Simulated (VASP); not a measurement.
# Al5As (P4/mmm) in VASP: notebook, part 2 of 2

VASP 6.6.1. Earlier steps stand in the parts before.

## Step 3: Single point, PBE

This run uses another cell than the first one, of 26.54 Å³/atom.

INCAR reads:

```
PREC     = Accurate       # precision mode
ENCUT    = 520            # plane-wave cutoff, eV
EDIFF    = 1E-6           # SCF threshold, eV
ISMEAR   = 0              # smearing method
SIGMA    = 0.1            # smearing width, eV
LREAL    = F              # projectors in reciprocal space
LASPH    = T              # aspherical terms in the spheres
NELM     = 80             # most SCF steps
ALGO     = Fast           # electronic algorithm
ISIF     = 2              # what is computed and relaxed
LWAVE    = F              # write WAVECAR
LCHARG   = T              # write CHGCAR
GGA      = PE             # functional
LELF     = T              # ELF
LVHAR    = T            
NBANDS   = 19             # bands
```

KPOINTS reads:

```
regular mesh
0
Gamma
  6 6 14
```

POSCAR reads:

```
Al5As
1.0
    7.7373416262      0.0000000000      0.0000000000
    0.0000000000      7.7373416262      0.0000000000
    0.0000000000      0.0000000000      2.6602605662
Al As
5 1
Direct
    0.1695667815      0.5000000000      0.0000000000
    0.8304332185      0.5000000000      0.0000000000
    0.5000000000      0.1695667815      0.0000000000
    0.5000000000      0.8304332185      0.0000000000
    0.0000000000      0.0000000000      0.5000000000
    0.5000000000      0.5000000000      0.0000000000
```

Potentials or basis: VASP PAW PBE potentials, release 64 (Al, As).

Run with:

```bash
$ cat potpaw_PBE.64/Al/POTCAR potpaw_PBE.64/As/POTCAR > POTCAR
$ mpirun -np 1 vasp_std > vasp.out
```

OUTCAR:

```text
PREC = Accurate
   ENCUT = 520
   EDIFF = 1E-6
   ISMEAR = 0
   LREAL = F
   LASPH = T
   NELM = 80
   ISIF = 2
   GGA = PE

 ion  position               nearest neighbor table
   1  0.170  0.500  0.000-   6 2.56   2 2.62
   2  0.830  0.500  0.000-   6 2.56   1 2.62
   3  0.500  0.170  0.000-   6 2.56   4 2.62
   4  0.500  0.830  0.000-   6 2.56   3 2.62
   5  0.000  0.000  0.500-
   6  0.500  0.500  0.000-   1 2.56   2 2.56   3 2.56   4 2.56

  LATTYP: Found a simple tetragonal cell.
 ALAT       =     7.7373416262
[... 734 lines left out ...]
  -------------------------------------------------------------------------------------
  Total        0.0473962      0.0473962      0.0514462      0.0000000     -0.0000000      0.0000000
  in kB        0.4768114      0.4768114      0.5175550      0.0000000     -0.0000000      0.0000000
  external PRESSURE =       0.4903926 kB  Pullay stress =       0.0000000 kB

 VOLUME and BASIS-vectors are now :
 -----------------------------------------------------------------------------
  energy-cutoff  :      520.00
  volume of cell :      159.26
      direct lattice vectors                 reciprocal lattice vectors
     7.737341626  0.000000000  0.000000000     0.129243356  0.000000000  0.000000000
     0.000000000  7.737341626  0.000000000     0.000000000  0.129243356  0.000000000
     0.000000000  0.000000000  2.660260566     0.000000000  0.000000000  0.375903027

 POSITION                                       TOTAL-FORCE (eV/Angst)
 -----------------------------------------------------------------------------------
      1.31200      3.86867      0.00000        -0.006895      0.000000      0.000000
      6.42535      3.86867      0.00000         0.006895     -0.000000      0.000000
      3.86867      1.31200      0.00000         0.000000     -0.006895      0.000000
      3.86867      6.42535      0.00000         0.000000      0.006895      0.000000
      0.00000      0.00000      1.33013         0.000000      0.000000      0.000000
      3.86867      3.86867      0.00000         0.000000      0.000000      0.000000
 -----------------------------------------------------------------------------------
    total drift:                               -0.000000      0.000000     -0.000000

  FREE ENERGIE OF THE ION-ELECTRON SYSTEM (eV)
  ---------------------------------------------------
  free  energy   TOTEN  =       -19.4722072890 eV

  energy  without entropy=      -19.4457591088  energy(sigma->0) =      -19.45898320
```

OSZICAR:

```text
N       E                     dE             d eps       ncg     rms          rms(c)
DAV:   1     0.341008603060E+02    0.34101E+02   -0.66837E+03  3040   0.808E+02
DAV:   2    -0.166231745283E+02   -0.50724E+02   -0.47828E+02  3953   0.105E+02
DAV:   3    -0.200282821533E+02   -0.34051E+01   -0.33345E+01  3891   0.250E+01
DAV:   4    -0.200856792391E+02   -0.57397E-01   -0.57266E-01  3889   0.391E+00
DAV:   5    -0.200870996351E+02   -0.14204E-02   -0.14203E-02  4349   0.634E-01    0.435E+00
RMM:   6    -0.195661017570E+02    0.52100E+00   -0.44627E-01  3178   0.188E+00    0.224E+00
RMM:   7    -0.194939183403E+02    0.72183E-01   -0.79173E-02  3358   0.106E+00    0.125E+00
RMM:   8    -0.194725221390E+02    0.21396E-01   -0.63573E-02  3357   0.959E-01    0.152E-01
RMM:   9    -0.194720234378E+02    0.49870E-03   -0.77394E-03  3511   0.472E-01    0.657E-02
RMM:  10    -0.194721874421E+02   -0.16400E-03   -0.17017E-03  3679   0.235E-01    0.510E-02
RMM:  11    -0.194722259878E+02   -0.38546E-04   -0.44280E-04  3505   0.111E-01    0.255E-02
RMM:  12    -0.194722053409E+02    0.20647E-04   -0.11031E-04  3673   0.604E-02    0.959E-03
RMM:  13    -0.194722077254E+02   -0.23846E-05   -0.40800E-05  3682   0.341E-02    0.635E-03
RMM:  14    -0.194722070137E+02    0.71170E-06   -0.10254E-05  3489   0.168E-02    0.370E-03
RMM:  15    -0.194722072890E+02   -0.27532E-06   -0.28023E-06  2892   0.962E-03
   1 F= -.19472207E+02 E0= -.19458983E+02  d E =-.264482E-01
```

Run time: 83 s. Hardware: 1 thread of Intel Xeon 6975P-C (Granite Rapids), shared host; peak memory 0.38 GiB.

Results:

```
Free energy            : -19.4722 eV
Pressure               : 0.0 GPa
Largest force          : 0.007 eV/Å
Band gap on the k mesh : zero (bands 10 and 11 overlap by 1.57 eV)
```

Forces in eV/Å, atoms in the order of the input:
```
Al  -0.007  0.000  0.000
Al   0.007  0.000  0.000
Al   0.000 -0.007  0.000
Al   0.000  0.007  0.000
Al   0.000  0.000  0.000
As   0.000  0.000  0.000
```

## Step 4: Relaxation of cell and atoms, PBE

This run uses another cell than the first one, of 25.65 Å³/atom.

INCAR reads:

```
PREC = Accurate
ENCUT = 600
EDIFF = 1E-6
ISMEAR = 0
SIGMA = 0.1
LREAL = False
LASPH = True
NELM = 100
ALGO = Normal
ISIF = 3
LWAVE = False
LCHARG = False
GGA = PE
IBRION = 2
NSW = 90
EDIFFG = -0.04
```

KPOINTS reads:

```
Automatic mesh
0
Gamma
  4 4 6
```

POSCAR reads:

```
Al5As
1.0
    7.3922340527      0.0000000000      0.0000000000
    0.0000000000      7.3922340527      0.0000000000
    0.0000000000      0.0000000000      2.8163878814
Al As
5 1
Direct
    0.1699801567      0.5000000000      0.0000000000
    0.8300198433      0.5000000000      0.0000000000
    0.5000000000      0.1699801567      0.0000000000
    0.5000000000      0.8300198433      0.0000000000
    0.0000000000      0.0000000000      0.5000000000
    0.5000000000      0.5000000000      0.0000000000
```

Run with:

```bash
$ cat potpaw_PBE.64/Al/POTCAR potpaw_PBE.64/As/POTCAR > POTCAR
$ mpirun -np 1 vasp_std > vasp.out
```

It took 100 s on 1 thread of Intel Xeon 6975P-C (Granite Rapids), shared host; peak memory 0.32 GiB.

It converged, with:

* Free energy: -19.6070 eV
* Relaxed volume: 26.91 Å³/atom
* Relaxed cell: a = 7.804 Å, b = 7.804 Å, c = 2.651 Å, α = 90.00°, β = 90.00°, γ = 90.00°
* Space group after relaxing (to 0.1 Å): P4/mmm (No. 123)
* Energy gained by relaxing: 94.7 meV/atom
* Ionic steps: 7
* Pressure after relaxing: 0.0 GPa
* Largest force after relaxing: 0.008 eV/Å
* Band gap on the k mesh: zero (bands 10 and 11 overlap by 1.33 eV)

Forces in eV/Å, atoms in the order of the input:
```
Al   0.008  0.000  0.000
Al  -0.008  0.000  0.000
Al   0.000  0.008  0.000
Al   0.000 -0.008  0.000
Al   0.000  0.000  0.000
As   0.000  0.000  0.000
```

Stress tensor (GPa, compression positive):
```
0.00 0.00 0.00
0.00 0.00 0.00
0.00 0.00 0.09
```

The path:
| step | energy change (eV) | largest force (eV/Å) | pressure (GPa) | volume (Å³) |
| --- | --- | --- | --- | --- |
| 1 | 0.0000 | 0.1085 | 0.34 | 153.90 |
| 2 | -0.5359 | 0.0624 | 1.54 | 154.50 |
| 3 | -0.5367 | 0.0630 | 1.48 | 154.50 |
| 4 | -0.5662 | 0.0378 | 0.26 | 159.94 |
| 5 | -0.5676 | 0.0325 | -0.06 | 161.48 |
| 6 | -0.5676 | 0.0331 | -0.03 | 161.34 |
| 7 | -0.5680 | 0.0079 | 0.03 | 161.45 |

Final structure:
```cif
data_structure
_symmetry_space_group_name_H-M 'P 1'
_symmetry_Int_Tables_number 1
_cell_length_a 7.8044
_cell_length_b 7.8044
_cell_length_c 2.6506
_cell_angle_alpha 90.000
_cell_angle_beta 90.000
_cell_angle_gamma 90.000
_cell_volume 161.45
loop_
_atom_site_label
_atom_site_type_symbol
_atom_site_fract_x
_atom_site_fract_y
_atom_site_fract_z
_atom_site_occupancy
Al1 Al 0.16996 0.50000 0.00000 1
Al2 Al 0.83004 0.50000 0.00000 1
Al3 Al 0.50000 0.16996 0.00000 1
Al4 Al 0.50000 0.83004 0.00000 1
Al5 Al 0.00000 0.00000 0.50000 1
As1 As 0.50000 0.50000 0.00000 1
```

Levels at points of the mesh, in eV from the Fermi level:
| k point | band 7 | band 8 | band 9 | band 10 | band 11 | band 12 | band 13 | band 14 |
| --- | --- | --- | --- | --- | --- | --- | --- | --- |
| (0.00, 0.00, 0.00) | -1.84 | -1.84 | -1.25 | -0.84 | -0.84 | -0.01 | 0.00 | 2.29 |
| (0.50, 0.00, 0.00) | -4.24 | -2.52 | -0.84 | -0.51 | -0.01 | 0.10 | 0.85 | 1.08 |
| (0.50, 0.50, 0.00) | -4.32 | -4.13 | -1.77 | -0.41 | -0.41 | -0.05 | 2.19 | 2.19 |
| (0.00, 0.00, 0.50) | -1.87 | -1.86 | -0.91 | -0.91 | -0.76 | 0.02 | 2.84 | 2.84 |
| (0.50, 0.00, 0.50) | -1.82 | -1.23 | -0.90 | -0.57 | -0.21 | 0.21 | 1.42 | 2.05 |
| (0.50, 0.50, 0.50) | -1.24 | -0.74 | -0.74 | -0.43 | 0.20 | 0.24 | 1.29 | 1.59 |

Caveat: the k points lie up to 0.40 Å⁻¹ apart in the final cell, too coarse for converged energies and pressures of a metal.

## Step 5: Overview

```tsv
task	cell	k mesh	cutoff (eV)	gap on the mesh (eV)	pressure (GPa)	relaxed volume (Å³/atom)	largest force (eV/Å)
relaxation of cell and atoms	relaxed from a = 5.606, b = 5.606, c = 3.818 Å, 6 atoms, atomic positions A	4 × 4 × 4	600	none	-0.2	25.91	0.01
single point	a = 7.737, b = 7.737, c = 2.660 Å, 6 atoms, atomic positions B	6 × 6 × 14	520	none	0.0	-	0.01
relaxation of cell and atoms	relaxed from a = 7.392, b = 7.392, c = 2.816 Å, 6 atoms, atomic positions C	4 × 4 × 6	600	none	0.0	26.91	0.01
```

Alike in all rows: level PBE; potentials or basis VASP PAW PBE potentials, release 64 (Al, As); no spin polarisation; smearing gaussian 0.1 eV.

Caveats: some runs use coarse meshes; the volume moved by over 15 % at a fixed basis, so the end points are rough (at least some runs).

Total energies depend on the potentials used, so only differences within one code and one set of settings carry meaning.
